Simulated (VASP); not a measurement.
# MoS2 in VASP: notebook

The runs below take MoS2 through single point, with PBEsol.

Everything below comes from runs of VASP 6.6.1. Logs are shortened: lines on timing, memory, paths and dates and some standing lists are left out, and cuts for length are marked.

## 1. The cell of the first run

The cell holds a slab with vacuum, 3 atoms: a = 3.184 Å, b = 3.184 Å, c = 17.335 Å, α = 90.00°, β = 90.00°, γ = 120.00°.

## 2. Single point, PBEsol

Input file INCAR:

```
ALGO = Normal ; EDIFF = 1E-6
ENCUT = 520 ; GGA = PS
ISIF = 2 ; ISMEAR = -1
LASPH = True ; LCHARG = True
LELF = True ; LREAL = False
LVHAR = True ; LWAVE = False
NBANDS = 20 ; NELM = 80
PREC = Accurate ; SIGMA = 0.1
```

Input file KPOINTS:

```
k-points
0
Gamma
  6 6 1
```

Input file POSCAR:

```
MoS2
1.0
    3.1841260000      0.0000000000      0.0000000000
   -1.5920630000      2.7575340000      0.0000000000
    0.0000000000      0.0000000000     17.3346000000
Mo S
1 2
Direct
    0.0000000000      0.0100000000      0.0000000000
    0.3333333333      0.6666666667      0.0894930000
    0.3333333333      0.6666666667      0.9105070000
```

Potentials or basis: VASP PAW PBE potentials, release 64 (Mo_sv, S).

Launch:

```
cat potpaw_PBE.64/Mo_sv/POTCAR potpaw_PBE.64/S/POTCAR > POTCAR
mpirun -np 1 vasp_std > vasp.out
```

OUTCAR:

```text
EDIFF = 1E-6
   ENCUT = 520
   GGA = PS
   ISIF = 2
   ISMEAR = -1
   LASPH = True
   LREAL = False
   NELM = 80
   PREC = Accurate

 ion  position               nearest neighbor table
   1  0.000  0.010  0.000-   2 2.38   3 2.38   2 2.41   3 2.41   2 2.43   3 2.43
   2  0.333  0.667  0.089-   1 2.38   1 2.41   1 2.43
   3  0.333  0.667  0.911-   1 2.38   1 2.41   1 2.43

  LATTYP: Found a hexagonal cell.
 ALAT       =     3.1841260000
 C/A-ratio  =     5.4440684822

  Lattice vectors:

 A1 = (   3.1841260000,   0.0000000000,   0.0000000000)
 A2 = (  -1.5920630000,   2.7575340000,   0.0000000000)
 A3 = (   0.0000000000,   0.0000000000,  17.3346000000)

Analysis of symmetry for initial positions (statically):
=====================================================================
 Subroutine PRICEL returns:
 Original cell was already a primitive cell.

 Routine SETGRP: Setting up the symmetry group for a
 hexagonal supercell.

 Subroutine GETGRP returns: Found  2 space group operations
 (whereof  2 operations were pure point group operations)
 out of a pool of 24 trial point group operations.

The static configuration has the point symmetry C_1h.

Analysis of symmetry for dynamics (positions and initial velocities):
=====================================================================
 Subroutine PRICEL returns:
 Original cell was already a primitive cell.

 Routine SETGRP: Setting up the symmetry group for a
 hexagonal supercell.

 Subroutine GETGRP returns: Found  2 space group operations
 (whereof  2 operations were pure point group operations)
 out of a pool of 24 trial point group operations.

The dynamic configuration has the point symmetry C_1h.

 Subroutine INISYM returns: Found  2 space group operations
 (whereof  2 operations are pure point group operations),
 and found     1 'primitive' translations

----------------------------------------------------------------------------------------

                                     Primitive cell

  volume of cell :     152.2036

  direct lattice vectors                    reciprocal lattice vectors
     3.184126000  0.000000000  0.000000000     0.314057924  0.181321427  0.000000000
    -1.592063000  2.757534000  0.000000000     0.000000000  0.362642854  0.000000000
     0.000000000  0.000000000 17.334600000     0.000000000  0.000000000  0.057688092

  length of vectors
     3.184126000  3.184125996 17.334600000     0.362642854  0.362642854  0.057688092

  position of ions in fractional coordinates (direct lattice)
     0.000000000  0.010000000  0.000000000
     0.333333333  0.666666667  0.089493000
     0.333333333  0.666666667  0.910507000

  ion indices of the primitive-cell ions
   primitive index   ion index
                 1           1
                 2           2
                 3           3

----------------------------------------------------------------------------------------

 KPOINTS: k-points

Automatic generation of k-mesh.
 Grid dimensions read from file:
 generate k-points for:    6    6    1

 Generating k-lattice:

  Cartesian coordinates                     Fractional coordinates (reciprocal lattice)
     0.052342987  0.030220238  0.000000000     0.166666667  0.000000000  0.000000000
     0.000000000  0.060440476  0.000000000     0.000000000  0.166666667  0.000000000
     0.000000000  0.000000000  0.057688092     0.000000000  0.000000000  1.000000000

  Length of vectors
     0.060440476  0.060440476  0.057688092

  Shift w.r.t. Gamma in fractional coordinates (k-lattice)
     0.000000000  0.000000000  0.000000000

 Subroutine IBZKPT returns following result:
 ===========================================

 Found     20 irreducible k-points:

 Following reciprocal coordinates:
            Coordinates               Weight
  0.000000  0.000000  0.000000      1.000000
  0.166667 -0.000000  0.000000      2.000000
  0.000000  0.166667  0.000000      2.000000
 -0.166667  0.166667  0.000000      2.000000
  0.333333  0.000000  0.000000      2.000000
  0.000000  0.333333  0.000000      2.000000
[... 12 lines left out ...]
  0.500000 -0.166667  0.000000      2.000000
  0.333333  0.333333  0.000000      2.000000
   k-points           NKPTS =     20   k-points in BZ     NKDIM =     20   number of bands    NBANDS=     20
   number of dos      NEDOS =    301   number of ions     NIONS =      3
   total plane-waves  NPLWV =  80640
   dimension x,y,z NGX =    24 NGY =   24 NGZ =  140
   dimension x,y,z NGXF=    48 NGYF=   48 NGZF=  280
   ions per type =               1   2
   NGX,Y,Z   is equivalent  to a cutoff of  12.53, 12.53, 13.43 a.u.
   NGXF,Y,Z  is equivalent  to a cutoff of  25.06, 25.06, 26.85 a.u.
 SYSTEM =  unknown system
   PREC   = accura    normal or accurate (medium, high low for compatibility)
   ISTART =      0    job   : 0-new  1-cont  2-samecut
   ICHARG =      2    charge: 1-file 2-atom 10-const
   ISPIN  =      1    spin polarized calculation?
   LNONCOLLINEAR =      F non collinear calculations
   LSORBIT =      F    spin-orbit coupling
   LASPH  =      T    aspherical Exc in radial PAW
   ENCUT  =  520.0 eV  38.22 Ry    6.18 a.u.   5.92  5.92 32.23*2*pi/ulx,y,z
   NELM   =     80;   NELMIN=  2; NELMDL= -5     # of ELM steps
   EDIFF  = 0.1E-05   stopping-criterion for ELM
   LREAL  =      F    real-space projection
   EDIFFG = 0.1E-04   stopping-criterion for IOM
   NSW    =      0    number of steps for IOM
   IBRION =     -1    ionic relax: 0-MD 1-quasi-New 2-CG
   NFREE  =      0    steps in history (QN), initial steepest desc. (CG)
   ISIF   =      2    stress and relaxation
   ISYM   =      2    0-nonsym 1-usesym 2-fastsym
   POTIM  = 0.5000    time-step for ionic-motion
   TEBEG  =    0.0;   TEEND  =   0.0 temperature during run
   PSTRESS=    0.0 pullay stress
   NELECT =      26.0000    total number of electrons
   NUPDOWN=      -1.0000    fix difference up-down
   EMIN   =  10.00;   EMAX   =-10.00  energy-range for DOS
   EFERMI =   0.00;   METHOD = LEGACY
   ISMEAR =    -1;   SIGMA  =   0.10  broadening in eV -4-tet -1-fermi 0-gaus
   EFERMI_NEDOS =   21; number of points for ismear=-14 and -15
   IALGO  =     38    algorithm
   IMIX   =      4    mixing-type and parameters
     AMIX     =   0.40;   BMIX     =  1.00
     AMIX_MAG =   1.60;   BMIX_MAG =  1.00
  volume/ion in A,a.u.               =      50.73       342.37
  Fermi-wavevector in a.u.,A,eV,Ry     =   0.908359  1.716550 11.226391  0.825116
  Thomas-Fermi vector in A             =   2.032276
   LORBIT       =      0    0 simple, 1 ext, 2 COOP (PROOUT), +10 PAW based schemes
   GGA     = PS    functional components
   LHFCALC =     F    Hartree Fock is set to
   AEXX    =    0.0000 exact exchange contribution
   IVDW    =     0    specifies the selected vdW correction
   LEPSILON=     F    determine dielectric tensor
   LRPA    =     F    only Hartree local field effects (RPA)
 non-spin polarized calculation
  energy-cutoff  :      520.00
  volume of cell :      152.20
 maximum number of plane-waves:      4113
   NGX = 11   NGY = 11   NGZ = 65

 number of electron      26.0000004 magnetization

 Free energy of the ion-electron system (eV)
  ---------------------------------------------------
  ext. energy  EPLUGINS =         0.00000000
  ---------------------------------------------------
  free energy    TOTEN  =       -23.39553913 eV

  energy without entropy =      -23.39545400  energy(sigma->0) =      -23.39549656

 E-fermi :  -0.6468     XC(G=0):  -4.4099

 val. band max:       -1.4484329759   @ k =   0.0000   0.0000   0.0000
 cond. band min:       0.1491667848   @ k =   0.3333   0.3333   0.0000
 fundamental gap:      1.5975997607
 Fermi energy:        -0.6468464352

 k-point     1 :       0.0000    0.0000    0.0000
  band No.  band energies     occupation
      1     -62.2408      2.00000
      2     -36.4234      2.00000
      3     -36.2129      2.00000
      4     -36.2041      2.00000
      5     -15.5785      2.00000
      6     -14.2230      2.00000
[... 12 lines left out ...]
     19       4.3226      0.00000
     20       4.6657      0.00000

 k-point     2 :       0.1667   -0.0000    0.0000
  band No.  band energies     occupation
      1     -62.2314      2.00000
      2     -36.4044      2.00000
      3     -36.3052      2.00000
      4     -36.2299      2.00000
      5     -15.1801      2.00000
      6     -14.0641      2.00000
[... 12 lines left out ...]
     19       4.8463      0.00000
     20       5.7433      0.00000

 k-point     3 :       0.0000    0.1667    0.0000
  band No.  band energies     occupation
      1     -62.2314      2.00000
      2     -36.4042      2.00000
      3     -36.3090      2.00000
      4     -36.2267      2.00000
      5     -15.1766      2.00000
      6     -14.0697      2.00000
[... 12 lines left out ...]
     19       4.8486      0.00000
     20       5.7404      0.00000

 k-point     4 :      -0.1667    0.1667    0.0000
  band No.  band energies     occupation
      1     -62.2314      2.00000
      2     -36.4047      2.00000
      3     -36.3003      2.00000
      4     -36.2341      2.00000
      5     -15.1838      2.00000
      6     -14.0580      2.00000
[... 12 lines left out ...]
     19       4.8436      0.00000
     20       5.7451      0.00000

 k-point     5 :       0.3333    0.0000    0.0000
  band No.  band energies     occupation
      1     -62.2125      2.00000
      2     -36.4931      2.00000
      3     -36.3664      2.00000
      4     -36.2736      2.00000
      5     -14.2555      2.00000
      6     -13.7022      2.00000
[... 12 lines left out ...]
     19       6.0861      0.00000
     20       6.3916      0.00000

 k-point     6 :       0.0000    0.3333    0.0000
  band No.  band energies     occupation
      1     -62.2124      2.00000
      2     -36.4981      2.00000
      3     -36.3658      2.00000
      4     -36.2704      2.00000
      5     -14.2420      2.00000
      6     -13.7233      2.00000
[... 12 lines left out ...]
     19       6.0820      0.00000
     20       6.3966      0.00000

 k-point     7 :      -0.3333    0.3333    0.0000
  band No.  band energies     occupation
      1     -62.2126      2.00000
      2     -36.4872      2.00000
      3     -36.3671      2.00000
      4     -36.2776      2.00000
      5     -14.2703      2.00000
      6     -13.6797      2.00000
[... 12 lines left out ...]
     19       6.0832      0.00000
     20       6.3905      0.00000
[... 185 lines left out ...]
 k-point    16 :       0.5000    0.3333    0.0000
  band No.  band energies     occupation
      1     -62.2031      2.00000
      2     -36.5311      2.00000
      3     -36.3492      2.00000
      4     -36.3480      2.00000
      5     -13.7241      2.00000
      6     -13.4475      2.00000
[... 12 lines left out ...]
     19       7.1689      0.00000
     20       7.2105      0.00000

 k-point    17 :      -0.3333    0.5000    0.0000
  band No.  band energies     occupation
      1     -62.2030      2.00000
      2     -36.5336      2.00000
      3     -36.3478      2.00000
      4     -36.3473      2.00000
      5     -13.7198      2.00000
      6     -13.4560      2.00000
[... 12 lines left out ...]
     19       7.2059      0.00000
     20       7.2132      0.00000

 k-point    18 :       0.1667    0.3333    0.0000
  band No.  band energies     occupation
      1     -62.2029      2.00000
      2     -36.5445      2.00000
      3     -36.3468      2.00000
      4     -36.3396      2.00000
      5     -13.6924      2.00000
      6     -13.4984      2.00000
[... 12 lines left out ...]
     19       7.1735      0.00000
     20       7.2115      0.00000

 k-point    19 :       0.5000   -0.1667    0.0000
  band No.  band energies     occupation
      1     -62.2030      2.00000
      2     -36.5357      2.00000
      3     -36.3476      2.00000
      4     -36.3459      2.00000
      5     -13.7123      2.00000
      6     -13.4647      2.00000
[... 12 lines left out ...]
     19       7.1317      0.00000
     20       7.2086      0.00000

 k-point    20 :       0.3333    0.3333    0.0000
  band No.  band energies     occupation
      1     -62.1982      2.00000
      2     -36.4936      2.00000
      3     -36.4472      2.00000
      4     -36.3379      2.00000
      5     -13.4172      2.00000
      6     -13.3308      2.00000
[... 12 lines left out ...]
     19       6.1391      0.00000
     20       8.1408      0.00000

------------------------ aborting loop because EDIFF is reached ----------------------------------------

  FORCE on cell =-STRESS in cart. coord.  units (eV):
  Direction    XX          YY          ZZ          XY          YZ          ZX
  --------------------------------------------------------------------------------------
  -------------------------------------------------------------------------------------
  Total       -1.5669570     -1.2316448     -0.4259722      0.0991786      0.0000000      0.0000000
  in kB      -16.4946348    -12.9649584     -4.4840132      1.0440080      0.0000000      0.0000000
  external PRESSURE =     -11.3145355 kB  Pullay stress =       0.0000000 kB

 VOLUME and BASIS-vectors are now :
 -----------------------------------------------------------------------------
  energy-cutoff  :      520.00
  volume of cell :      152.20
      direct lattice vectors                 reciprocal lattice vectors
     3.184126000  0.000000000  0.000000000     0.314057924  0.181321427  0.000000000
    -1.592063000  2.757534000  0.000000000     0.000000000  0.362642854  0.000000000
     0.000000000  0.000000000 17.334600000     0.000000000  0.000000000  0.057688092

 POSITION                                       TOTAL-FORCE (eV/Angst)
 -----------------------------------------------------------------------------------
     -0.01592      0.02758      0.00000         0.314453     -0.552451      0.000000
     -0.00000      1.83836      1.55133        -0.157226      0.276225     -0.129629
     -0.00000      1.83836     15.78327        -0.157226      0.276225      0.129629
 -----------------------------------------------------------------------------------
    total drift:                               -0.000023      0.000053     -0.000000

  FREE ENERGIE OF THE ION-ELECTRON SYSTEM (eV)
  ---------------------------------------------------
  free  energy   TOTEN  =       -23.3955391251 eV

  energy  without entropy=      -23.3954540023  energy(sigma->0) =      -23.39549656
```

Wall time 2 min (1 thread of Intel Xeon 8259CL, shared host); peak memory 0.28 GiB.

Results:

```yaml
Free_energy: -23.3955 eV
Largest_force: 0.636 eV/Å
Band_gap_on_the_k_mesh: 1.60 eV (least direct gap 1.66 eV)
```

Forces on the atoms (eV/Å):
```
Mo   0.314 -0.552  0.000
S   -0.157  0.276 -0.130
S   -0.157  0.276  0.130
```

Caveat: the PAW data sets were made with another functional, which shifts forces and pressure a little.

## 3. Single point, PBEsol

Input file INCAR:

```
SYSTEM = MoS2
PREC     = Accurate       ! precision mode
ENCUT    = 520            ! plane-wave cutoff, eV
EDIFF    = 1E-6           ! SCF threshold, eV
ISMEAR   = -1             ! smearing method
SIGMA    = 0.1            ! smearing width, eV
LREAL    = .FALSE.        ! projectors in reciprocal space
LASPH    = .TRUE.         ! aspherical terms in the spheres
NELM     = 80             ! most SCF steps
ALGO     = Normal         ! electronic algorithm
ISIF     = 2              ! what is computed and relaxed
LWAVE    = .FALSE.        ! write WAVECAR
LCHARG   = .FALSE.        ! write CHGCAR
GGA      = PS             ! functional
NBANDS   = 20             ! bands
```

Input file KPOINTS:

```
Automatic mesh
0
G
  6 6 1
  0 0 0
```

POSCAR: that of step 2 with these lines changed.

```diff
@@ -8,3 +8,3 @@
 Direct
-    0.0000000000      0.0100000000      0.0000000000
+    0.0000000000      0.0150000000      0.0000000000
     0.3333333333      0.6666666667      0.0894930000
```

Potentials or basis: VASP PAW PBE potentials, release 64 (Mo_sv, S).

Launch:

```
cat potpaw_PBE.64/Mo_sv/POTCAR potpaw_PBE.64/S/POTCAR > POTCAR
mpirun -np 1 vasp_std > vasp.out
```

It took 1.9 min on 1 thread of Intel Xeon 8259CL, shared host; peak memory 0.28 GiB.

Results (log left out):

| Quantity | Value |
| --- | --- |
| Free energy | -23.3829 eV |
| Largest force | 0.953 eV/Å |
| Band gap on the k mesh | 1.60 eV (least direct gap 1.66 eV) |

Forces in eV/Å, atoms in the order of the input:
```
Mo   0.469 -0.830  0.000
S   -0.234  0.415 -0.115
S   -0.234  0.415  0.115
```

Levels at points of the mesh, in eV from the valence-band top:
```
           k point  band 9  band 10  band 11  band 12  band 13  band 14  band 15  band 16  band 17  band 18
(0.00, 0.00, 0.00)   -2.65    -1.83    -1.73    -1.35     0.00     2.49     2.92     2.98     3.12     5.42
(0.50, 0.00, 0.00)   -4.14    -3.24    -1.87    -1.10    -0.59     2.20     2.73     3.74     4.44     6.10
(0.00, 0.50, 0.00)   -4.08    -3.16    -1.95    -1.03    -0.72     2.17     2.72     3.94     4.34     6.16
(0.50, 0.50, 0.00)   -4.19    -3.32    -1.79    -1.07    -0.58     2.24     2.74     3.70     4.41     6.03
```

Caveat: the PAW data sets were made with another functional, which shifts forces and pressure a little.
